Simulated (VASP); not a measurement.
Here is a VASP 6.6.1 calculation.

INCAR

```
SYSTEM = Ga2O3
PREC = Accurate ; ENCUT = 520
EDIFF = 1E-6 ; ISMEAR = -1
SIGMA = 0.05 ; LREAL = Auto
LASPH = .TRUE. ; NELM = 60
ALGO = Normal ; ISIF = 2
LWAVE = .FALSE. ; LCHARG = .TRUE.
GGA = PE ; LELF = .TRUE.
LVHAR = .TRUE. ; ISYM = 0
NBANDS = 79
```

KPOINTS

```
Automatic mesh
0
G
  1 1 1
  0 0 0
```

The input POSCAR:

```
Ga2O3
1.0
    5.4742580000     -0.0378450000     -0.0147940000
   -0.0378450000      5.4580010000     -0.0143210000
   -0.0147940000     -0.0143210000      5.6231180000
Ga O
6 9
Direct
    0.0137311224      0.3230204662      0.7455047385
    0.7344902130      0.5061002857      0.2885331431
    0.2179066512      0.7310149212      0.2843023347
    0.5731999326      1.0446827283      0.6060767036
    0.4612283666      0.5356196206      0.8230736081
    0.8069861962      0.0290633529      0.0746747214
    0.6037521286      0.7409721421      0.1038819337
    0.8639877996      0.9672302104      0.7409285274
    0.3338863189      0.1996626088      0.7395985434
    0.4637511272      0.6992504799      0.5370544777
    1.0056220740      0.5258376738      0.4621033552
    0.7526814876      0.3818308061      0.9187689764
    0.6082960062      0.1980443235      0.3131871542
    0.1657726285      0.5967812934      0.9592368407
    0.0956024952      0.0172896197      0.2234959231
```

Potentials or basis: VASP PAW PBE potentials, release 64 (Ga_d, O).

The run is started by

```bash
$ cat potpaw_PBE.64/Ga_d/POTCAR potpaw_PBE.64/O/POTCAR > POTCAR
$ mpirun -np 1 vasp_gam > vasp.out
```

What does it give for the pressure?

13.0 GPa.

Estimate the band gap on the k mesh.

1.64 eV.

Forces on the atoms (eV/Å):
```
Ga   2.564  0.057 -1.308
Ga  -0.794  0.175 -0.413
Ga   1.137 -1.130 -0.825
Ga   0.229 -1.749 -1.569
Ga  -0.069 -0.091  1.225
Ga  -0.889 -0.837  0.058
O   -0.566  1.453 -0.059
O    0.256  0.607 -0.021
O   -1.369  1.491  0.752
O    0.421  0.942 -0.530
O   -0.147 -0.806  0.567
O   -1.194 -0.673  0.984
O   -0.038 -0.180  0.363
O    0.513 -0.505  0.448
O   -0.052  1.245  0.327
```

Caveat: the k points lie up to 1.15 Å⁻¹ apart.
